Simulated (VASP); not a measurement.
InSb3:

```xyz
4
Lattice="0.0000 3.8150 3.8150 3.8150 0.0000 3.8150 3.8150 3.8150 0.0000" Properties=species:S:1:pos:R:3 pbc="T T T"
In    0.0000    0.0000    0.0000
Sb    3.8150    3.8150    3.8150
Sb    1.9075    1.9075    1.9075
Sb    5.7225    5.7225    5.7225
```

- Program: VASP 6.6.1
- Task: relaxation of cell and atoms
- Functional: PBEsol
- Potentials or basis: VASP PAW PBE potentials, release 64 (In_d, Sb)
- Cutoff: 500 eV
- k mesh: 5 × 5 × 5
- Occupations: gaussian, width 0.01 eV
- Spin: no spin polarisation

At the start: pressure -4.0 GPa; volume 27.76 Å³/atom.

Question: How do energy, volume and symmetry change on relaxing?

Answer: Over 3 steps the energy falls by 27.2 meV/atom and the volume is 25.77 Å³/atom (-7.2 %); space group Fm-3m (No. 225, to 0.1 Å) before and after.

Step by step:
```csv
step,energy change (eV),largest force (eV/Å),pressure (GPa),volume (Å³)
1,0.0000,0.0000,-4.03,111.05
2,-0.0908,0.0000,2.03,100.21
3,-0.1088,0.0000,0.03,103.09
```

Final structure:
```cif
data_structure
_symmetry_space_group_name_H-M 'P 1'
_symmetry_Int_Tables_number 1
_cell_length_a 5.2631
_cell_length_b 5.2631
_cell_length_c 5.2631
_cell_angle_alpha 60.000
_cell_angle_beta 60.000
_cell_angle_gamma 60.000
_cell_volume 103.09
loop_
_atom_site_label
_atom_site_type_symbol
_atom_site_fract_x
_atom_site_fract_y
_atom_site_fract_z
_atom_site_occupancy
In1 In 0.00000 0.00000 0.00000 1
Sb1 Sb 0.50000 0.50000 0.50000 1
Sb2 Sb 0.25000 0.25000 0.25000 1
Sb3 Sb 0.75000 0.75000 0.75000 1
```

Caveat: the highest band is partly filled, so the run has too few bands; the PAW data sets were made with another functional, which shifts forces and pressure a little.
